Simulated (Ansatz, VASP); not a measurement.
Ta2C: VASP beside Ansatz

The input INCAR:

```
SYSTEM = Ta2C
PREC     = Accurate       ! precision mode
ENCUT    = 600            ! plane-wave cutoff, eV
EDIFF    = 1E-6           ! SCF threshold, eV
ISMEAR   = 0              ! smearing method
SIGMA    = 0.1            ! smearing width, eV
LREAL    = .False.        ! projectors in reciprocal space
LASPH    = .True.         ! aspherical terms in the spheres
NELM     = 100            ! most SCF steps
ALGO     = Normal         ! electronic algorithm
ISIF     = 3              ! what is computed and relaxed
LWAVE    = .False.        ! write WAVECAR
LCHARG   = .False.        ! write CHGCAR
GGA      = CA             ! functional
IBRION   = 2              ! ionic algorithm
NSW      = 100            ! ionic steps
EDIFFG   = -0.005         ! ionic threshold
```

File KPOINTS:

```
Automatic mesh
0
Gamma
  15 15 10
  0 0 0
```

POSCAR

```
Ta2C
1.0
    3.0777036631      0.0000000000      0.0000000000
   -1.5388518316      2.6653695576      0.0000000000
    0.0000000000      0.0000000000      4.8882307610
Ta C
2 1
Direct
    0.3333333333      0.6666666667      0.2530773876
    0.6666666667      0.3333333333      0.7469226124
    0.0000000000      0.0000000000      0.0000000000
```

Input for Ansatz:

```yaml
crystal:
  lattice:
    - [3.0777036631, 0.0, 0.0]
    - [-1.5388518316, 2.6653695576, 0.0]
    - [0.0, 0.0, 4.888230761]
  atoms:
    - { symbol: Ta, position: [0.3333333333, 0.6666666667, 0.2530773876] }
    - { symbol: Ta, position: [0.6666666667, 0.3333333333, 0.7469226124] }
    - { symbol: C, position: [0.0, 0.0, 0.0] }
basis:
  ecutwfc: 420
kpoints:
  mp_grid: { grid: [15, 15, 10] }
hamiltonian:
  xc: lda
scf:
  occupations: { method: gaussian, width: 0.1 }
output:
  forces: true
  stress: true
  eigenvalues: true
relax:
  adjacent_minimum: "off"
  f_tol: 0.005
  max_steps: 80
  cell: { stress_tol: 0.05 }
```

Alike in both runs: task relaxation of cell and atoms; functional LDA; k mesh 15 × 15 × 10; occupations gaussian, width 0.1 eV; no spin polarisation.

|  | VASP | Ansatz |
| --- | --- | --- |
| version | VASP 6.6.1 | Ansatz 0.2.0 |
| potentials or method | VASP PAW LDA potentials, release 64 (Ta_pv, C), cutoff 600 eV | scalar-relativistic, plane waves, PAW |
| valence electrons in the cell | 26 | 30 |

Ansatz gave:

| Property | Result |
| --- | --- |
| gap on the k mesh at the Fermi level, each at its own relaxed structure (eV) | none |
| relaxed volume (Å³/atom) | 13.36 |
| relaxed cell length with the largest relative difference (Å) | 3.076 |

Task: What did VASP give for the same quantities?

Result: gap on the k mesh at the Fermi level, each at its own relaxed structure (eV): none; relaxed volume (Å³/atom): 13.42; relaxed cell length with the largest relative difference (Å): 3.080.

LDA's correlation is that of Perdew and Zunger in VASP and of Perdew and Wang (1992) in Ansatz. A gap of «none» marks a metal or a gap that the smearing closes. VASP's potentials hold 26 valence electrons a cell and Ansatz's 30, so a difference there can come from the potentials and not from the codes.

Spin-orbit coupling is off throughout.
